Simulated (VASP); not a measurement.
# PbS in VASP: single point with PBE+U

Aim: the single point of PbS with PBE+U.

Program: VASP 6.6.1. These are calculated values, not measurements. Logs are shortened: lines on timing, memory, paths and dates and some standing lists are left out, and cuts for length are marked.

## (1) The cell of the first run

The cell holds a slab with vacuum, 4 atoms: a = 4.219 Å, b = 4.219 Å, c = 11.222 Å, α = 93.97°, β = 93.97°, γ = 89.98°.

## (2) Single point, PBE+U, collinear spin

The input, INCAR:

```
SYSTEM = PbS
  PREC = Accurate
  ENCUT = 500
  EDIFF = 1E-6
  ISMEAR = -5
  SIGMA = 0.1
  LREAL = .False.
  LASPH = .True.
  NELM = 200
  ALGO = Normal
  ISIF = 2
  LWAVE = .False.
  LCHARG = .False.
  ISPIN = 2
  MAGMOM = 0.21 0.21 0.66 0.66
  LORBIT = 11
  NUPDOWN = 3.0
  LDAU = .True.
  LDAUTYPE = 2
  LDAUL = -1 1
  LDAUU = 0 4.6
  LDAUJ = 0 0
  LDAUPRINT = 1
  GGA = PE
  NBANDS = 32
  GGA_COMPAT = .False.
```

The input, KPOINTS:

```
regular mesh
0
Gamma
  3 3 1
  0 0 0
```

The input, POSCAR:

```
PbS
1.0
    2.9838607981     -2.9828938700      0.0000000000
    2.9838607981      2.9828938700      0.0000000000
   -1.0986781904      0.0000000000     11.1678408944
Pb S
2 2
Direct
    0.2263653800      0.2263653800      0.3722110100
    0.7736346200      0.7736346200      0.6277889900
    0.7295120500      0.7295120500      0.3897323800
    0.2704879500      0.2704879500      0.6102676200
```

Potentials or basis: VASP PAW PBE potentials, release 64 (Pb_d, S).

Run with:

```
$ cat potpaw_PBE.64/Pb_d/POTCAR potpaw_PBE.64/S/POTCAR > POTCAR
$ mpirun -np 1 vasp_std > vasp.out
```

OUTCAR:

```text
SYSTEM = PbS
   PREC = Accurate
   ENCUT = 500
   EDIFF = 1E-6
   ISMEAR = -5
   LREAL = .False.
   LASPH = .True.
   NELM = 200
   ISIF = 2
   ISPIN = 2
   LORBIT = 11
   NUPDOWN = 3.0
   GGA = PE

 ion  position               nearest neighbor table
   1  0.226  0.226  0.372-   4 2.66   3 2.99   3 2.99   3 2.99   3 2.99   2 4.13   2 4.13   2 4.13
                             2 4.13
   2  0.774  0.774  0.628-   3 2.66   4 2.99   4 2.99   4 2.99   4 2.99   1 4.13   1 4.13   1 4.13
                             1 4.13
   3  0.730  0.730  0.390-   2 2.66   1 2.99   1 2.99   1 2.99   1 2.99
   4  0.270  0.270  0.610-   1 2.66   2 2.99   2 2.99   2 2.99   2 2.99

  LATTYP: Found a base centered monoclinic cell.
 ALAT       =     5.9677215962
 B/A-ratio  =     0.9996759473
 C/A-ratio  =     1.8804084392
 COS(beta)  =    -0.0979061014

  Lattice vectors:

 A1 = (   2.9838607981,  -2.9828938700,   0.0000000000)
 A2 = (   2.9838607981,   2.9828938700,   0.0000000000)
 A3 = (  -1.0986781904,   0.0000000000,  11.1678408944)

Analysis of symmetry for initial positions (statically):
=====================================================================
 Subroutine PRICEL returns:
 Original cell was already a primitive cell.

 Routine SETGRP: Setting up the symmetry group for a
 base centered monoclinic supercell.

 Subroutine GETGRP returns: Found  4 space group operations
 (whereof  4 operations were pure point group operations)
 out of a pool of  4 trial point group operations.

The static configuration has the point symmetry C_2h.

Analysis of symmetry for dynamics (positions and initial velocities):
=====================================================================
 Subroutine PRICEL returns:
 Original cell was already a primitive cell.

 Routine SETGRP: Setting up the symmetry group for a
 base centered monoclinic supercell.

 Subroutine GETGRP returns: Found  4 space group operations
 (whereof  4 operations were pure point group operations)
 out of a pool of  4 trial point group operations.

The dynamic configuration has the point symmetry C_2h.

Analysis of structural, dynamic, and magnetic symmetry:
=====================================================================
 Subroutine PRICEL returns:
 Original cell was already a primitive cell.

 Routine SETGRP: Setting up the symmetry group for a
 base centered monoclinic supercell.

 Subroutine GETGRP returns: Found  4 space group operations
 (whereof  4 operations were pure point group operations)
 out of a pool of  4 trial point group operations.

The overall configuration has the point symmetry C_2h.

 Subroutine INISYM returns: Found  4 space group operations
 (whereof  4 operations are pure point group operations),
 and found     1 'primitive' translations

----------------------------------------------------------------------------------------

                                     Primitive cell

  volume of cell :     198.7996

  direct lattice vectors                    reciprocal lattice vectors
     2.983860798 -2.982893870  0.000000000     0.167568139 -0.167622457  0.016485143
     2.983860798  2.982893870  0.000000000     0.167568139  0.167622457  0.016485143
    -1.098678190  0.000000000 11.167840894     0.000000000  0.000000000  0.089542823

  length of vectors
     4.219132743  4.219132743 11.221754052     0.237588150  0.237588150  0.089542823

  position of ions in fractional coordinates (direct lattice)
     0.226365380  0.226365380  0.372211010
     0.773634620  0.773634620  0.627788990
     0.729512050  0.729512050  0.389732380
     0.270487950  0.270487950  0.610267620

  ion indices of the primitive-cell ions
   primitive index   ion index
                 1           1
                 2           2
                 3           3
                 4           4

----------------------------------------------------------------------------------------

 KPOINTS: regular mesh

Automatic generation of k-mesh.
 Grid dimensions read from file:
 generate k-points for:    3    3    1

 Generating k-lattice:

  Cartesian coordinates                     Fractional coordinates (reciprocal lattice)
     0.055856046 -0.055874152  0.005495048     0.333333333  0.000000000 -0.000000000
     0.055856046  0.055874152  0.005495048     0.000000000  0.333333333 -0.000000000
     0.000000000  0.000000000  0.089542823     0.000000000  0.000000000  1.000000000

  Length of vectors
     0.079196050  0.079196050  0.089542823

  Shift w.r.t. Gamma in fractional coordinates (k-lattice)
     0.000000000  0.000000000  0.000000000

 TETIRR: Found     12 inequivalent tetrahedra from       54

 Subroutine IBZKPT returns following result:
 ===========================================

 Found      4 irreducible k-points:

 Following reciprocal coordinates:
            Coordinates               Weight
  0.000000  0.000000  0.000000      1.000000
  0.333333 -0.000000 -0.000000      4.000000
  0.333333  0.333333 -0.000000      2.000000
 -0.333333  0.333333  0.000000      2.000000
   k-points           NKPTS =      4   k-points in BZ     NKDIM =      4   number of bands    NBANDS=     32
   number of dos      NEDOS =    301   number of ions     NIONS =      4
   total plane-waves  NPLWV =  86016
   dimension x,y,z NGX =    32 NGY =   32 NGZ =   84
   dimension x,y,z NGXF=    64 NGYF=   64 NGZF=  168
   ions per type =               2   2
   NGX,Y,Z   is equivalent  to a cutoff of  12.61, 12.61, 12.44 a.u.
   NGXF,Y,Z  is equivalent  to a cutoff of  25.22, 25.22, 24.89 a.u.
 SYSTEM =  PbS
   PREC   = accura    normal or accurate (medium, high low for compatibility)
   ISTART =      0    job   : 0-new  1-cont  2-samecut
   ICHARG =      2    charge: 1-file 2-atom 10-const
   ISPIN  =      2    spin polarized calculation?
   LNONCOLLINEAR =      F non collinear calculations
   LSORBIT =      F    spin-orbit coupling
   LASPH  =      T    aspherical Exc in radial PAW
   ENCUT  =  500.0 eV  36.75 Ry    6.06 a.u.   7.69  7.69 20.46*2*pi/ulx,y,z
   NELM   =    200;   NELMIN=  2; NELMDL= -5     # of ELM steps
   EDIFF  = 0.1E-05   stopping-criterion for ELM
   LREAL  =      F    real-space projection
   EDIFFG = 0.1E-04   stopping-criterion for IOM
   NSW    =      0    number of steps for IOM
   IBRION =     -1    ionic relax: 0-MD 1-quasi-New 2-CG
   NFREE  =      0    steps in history (QN), initial steepest desc. (CG)
   ISIF   =      2    stress and relaxation
   ISYM   =      2    0-nonsym 1-usesym 2-fastsym
   POTIM  = 0.5000    time-step for ionic-motion
   TEBEG  =    0.0;   TEEND  =   0.0 temperature during run
   PSTRESS=    0.0 pullay stress
   NELECT =      40.0000    total number of electrons
   NUPDOWN=       3.0000    fix difference up-down
   EMIN   =  10.00;   EMAX   =-10.00  energy-range for DOS
   EFERMI =   0.00;   METHOD = LEGACY
   ISMEAR =    -5;   SIGMA  =   0.10  broadening in eV -4-tet -1-fermi 0-gaus
   EFERMI_NEDOS =   21; number of points for ismear=-14 and -15
   IALGO  =     38    algorithm
   IMIX   =      4    mixing-type and parameters
     AMIX     =   0.40;   BMIX     =  1.00
     AMIX_MAG =   1.60;   BMIX_MAG =  1.00
  volume/ion in A,a.u.               =      49.70       335.39
  Fermi-wavevector in a.u.,A,eV,Ry     =   0.959304  1.812822 12.520957  0.920264
  Thomas-Fermi vector in A             =   2.088488
   LORBIT       =     11    0 simple, 1 ext, 2 COOP (PROOUT), +10 PAW based schemes
 LDA+U is selected, type is set to LDAUTYPE =  2
   angular momentum for each species LDAUL =    -1    1
   U (eV)           for each species LDAUU =   0.0  4.6
   J (eV)           for each species LDAUJ =   0.0  0.0
   GGA     = PE    functional components
   LHFCALC =     F    Hartree Fock is set to
   AEXX    =    0.0000 exact exchange contribution
   IVDW    =     0    specifies the selected vdW correction
   LEPSILON=     F    determine dielectric tensor
   LRPA    =     F    only Hartree local field effects (RPA)
 spin polarized calculation
 Fermi weights with tetrahedron method with Bloechl corrections
  energy-cutoff  :      500.00
  volume of cell :      198.80
 maximum number of plane-waves:      5064
   NGX = 15   NGY = 15   NGZ = 41

 number of electron      39.9999993 magnetization       3.0000000

 Free energy of the ion-electron system (eV)
  ---------------------------------------------------
  ext. energy  EPLUGINS =         0.00000000
  ---------------------------------------------------
  free energy    TOTEN  =        -6.70360918 eV

  energy without entropy =       -6.70360918  energy(sigma->0) =       -6.70360918

 E-fermi :  -0.6909     XC(G=0):  -6.1163

 val. band max:        2.5727591331   @ k =   0.3333  -0.0000  -0.0000
 cond. band min:      -0.5249238089   @ k =   0.3333   0.3333  -0.0000
 fundamental gap:     -3.0976829420
 Fermi energy:         3.1032615201

 spin component 1

 k-point     1 :       0.0000    0.0000    0.0000
  band No.  band energies     occupation
      1     -16.1301      1.00000
      2     -15.9530      1.00000
      3     -15.9259      1.00000
      4     -15.9079      1.00000
      5     -15.9057      1.00000
      6     -15.8999      1.00000
[... 129 lines left out ...]
     31       8.7600      0.00000
     32       9.4181      0.00000
 Fermi energy:        -0.6909245795

 spin component 2

 k-point     1 :       0.0000    0.0000    0.0000
  band No.  band energies     occupation
      1     -15.9802      1.00000
      2     -15.8316      1.00000
      3     -15.8118      1.00000
      4     -15.7983      1.00000
      5     -15.7949      1.00000
      6     -15.7846      1.00000
[... 129 lines left out ...]
     31       9.2462      0.00000
     32       9.9033      0.00000

------------------------ aborting loop because EDIFF is reached ----------------------------------------

  FORCE on cell =-STRESS in cart. coord.  units (eV):
  Direction    XX          YY          ZZ          XY          YZ          ZX
  --------------------------------------------------------------------------------------
  -------------------------------------------------------------------------------------
  Total        0.3830230      0.0364771      4.6167982      0.0000000      0.0000000     -0.0189176
  in kB        3.0868811      0.2939785     37.2079636      0.0000000      0.0000000     -0.1524620
  external PRESSURE =      13.5296077 kB  Pullay stress =       0.0000000 kB

 VOLUME and BASIS-vectors are now :
 -----------------------------------------------------------------------------
  energy-cutoff  :      500.00
  volume of cell :      198.80
      direct lattice vectors                 reciprocal lattice vectors
     2.983860798 -2.982893870  0.000000000     0.167568139 -0.167622457  0.016485143
     2.983860798  2.982893870  0.000000000     0.167568139  0.167622457  0.016485143
    -1.098678190  0.000000000 11.167840894     0.000000000  0.000000000  0.089542823

 POSITION                                       TOTAL-FORCE (eV/Angst)
 -----------------------------------------------------------------------------------
      0.94195      0.00000      4.15679        -0.001693      0.000000     -1.091185
      3.92710      0.00000      7.01105         0.001693      0.000000      1.091185
      3.92533      0.00000      4.35247        -0.006443      0.000000     -0.531581
      0.94371      0.00000      6.81537         0.006443      0.000000      0.531581
 -----------------------------------------------------------------------------------
    total drift:                                0.000000      0.000000      0.000000

  FREE ENERGIE OF THE ION-ELECTRON SYSTEM (eV)
  ---------------------------------------------------
  free  energy   TOTEN  =        -6.7036091835 eV

  energy  without entropy=       -6.7036091835  energy(sigma->0) =       -6.70360918

 total charge

# of ion       s       p       d       tot
------------------------------------------
    1        1.382   0.664   9.835  11.881
    2        1.382   0.664   9.835  11.881
    3        1.397   2.165   0.000   3.562
    4        1.397   2.165   0.000   3.562
--------------------------------------------------
tot          5.557   5.659  19.670  30.886

 magnetization (x)

# of ion       s       p       d       tot
------------------------------------------
    1        0.089   0.236   0.005   0.330
    2        0.089   0.236   0.005   0.330
    3        0.046   0.419   0.000   0.465
    4        0.046   0.419   0.000   0.465
--------------------------------------------------
tot          0.270   1.310   0.010   1.589
```

It took 1.9 min on 1 thread of Intel Xeon Platinum 8375C at 2.90GHz (Ice Lake), shared host; peak memory 0.36 GiB.

What came out:

| Item | Value |
| --- | --- |
| Free energy | -6.7036 eV |
| Largest force | 1.091 eV/Å |
| Net moment | 3.00 μB per cell |
| Site moments | Pb +0.33; S +0.47 μB |
| Valence electrons inside the program's atomic spheres | Pb 11.88; S 3.56 |

Forces in eV/Å, atoms in the order of the input:
```
Pb  -0.002  0.000 -1.091
Pb   0.002  0.000  1.091
S   -0.006  0.000 -0.532
S    0.006  0.000  0.532
```

Caveat: the k points lie up to 0.50 Å⁻¹ apart; the moment is held away from its start; spin-orbit coupling is left out, which moves the levels of the heavy elements; the total moment is fixed, so each spin has its own Fermi level.
